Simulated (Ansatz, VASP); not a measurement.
## Two plane-wave programs on Si

The input INCAR:

```
SYSTEM = Si
ALGO = Normal ; EDIFF = 1E-7
ENCUT = 520 ; ISIF = 2
ISMEAR = 0 ; LASPH = .TRUE.
LCHARG = .FALSE. ; LREAL = .FALSE.
LWAVE = .FALSE. ; NBANDS = 11
NELM = 60 ; PREC = Accurate
SIGMA = 0.15
```

KPOINTS

```
k-points
0
G
  20 20 20
  0 0 0
```

Contents of POSCAR:

```
Si
1.0
   -2.6085095350      2.3713723045      1.3292653899
    2.6085095350     -2.3713723045      1.3292653899
    2.6085095350      2.3713723045     -1.3292653899
Si
2
Direct
    0.2500000000      0.7500000000      0.5000000000
    0.5000000000      0.5000000000      0.0000000000
```

Input for Ansatz:

```yaml
crystal:
  lattice:
    - [-2.608509535, 2.3713723045, 1.3292653899]
    - [2.608509535, -2.3713723045, 1.3292653899]
    - [2.608509535, 2.3713723045, -1.3292653899]
  atoms:
    - { symbol: Si, position: [0.25, 0.75, 0.5] }
    - { symbol: Si, position: [0.5, 0.5, 0.0] }
basis:
  ecutwfc: 420
kpoints:
  mp_grid: { grid: [20, 20, 20] }
hamiltonian:
  xc: lda
scf:
  occupations: { method: gaussian, width: 0.15 }
output:
  forces: true
  stress: true
  eigenvalues: true
```

Change from the starting cell: strain +0.1000 x Voigt [1, 0, 0, 0, 0, 0], atoms carried along.

Alike in both runs: task single point; functional LDA; k mesh 20 × 20 × 20; occupations gaussian, width 0.15 eV; no spin polarisation.

|  | VASP | Ansatz |
| --- | --- | --- |
| version | VASP 6.6.1 | Ansatz 0.2.0 |
| potentials or method | VASP PAW LDA potentials, release 64 (Si), cutoff 520 eV | scalar-relativistic, plane waves, PAW |
| valence electrons in the cell | 8 | 8 |

|  | VASP | Ansatz | Ansatz less VASP |
| --- | --- | --- | --- |
| gap on the k mesh at the Fermi level (eV) | none | none | - |
| pressure (GPa) | -8.6 | -8.7 | -0.03 |
| traceless stress, the component that is largest in VASP (GPa) | -7.34 | -7.32 | +0.026 |
| rms of the force components (eV/Å) | 0.100 | 0.100 | -0.0004 |

LDA's correlation is that of Perdew and Zunger in VASP and of Perdew and Wang (1992) in Ansatz. Atom by atom the forces differ by 0.000 eV/Å (rms over components). A gap of «none» marks a metal or a gap that the smearing closes.
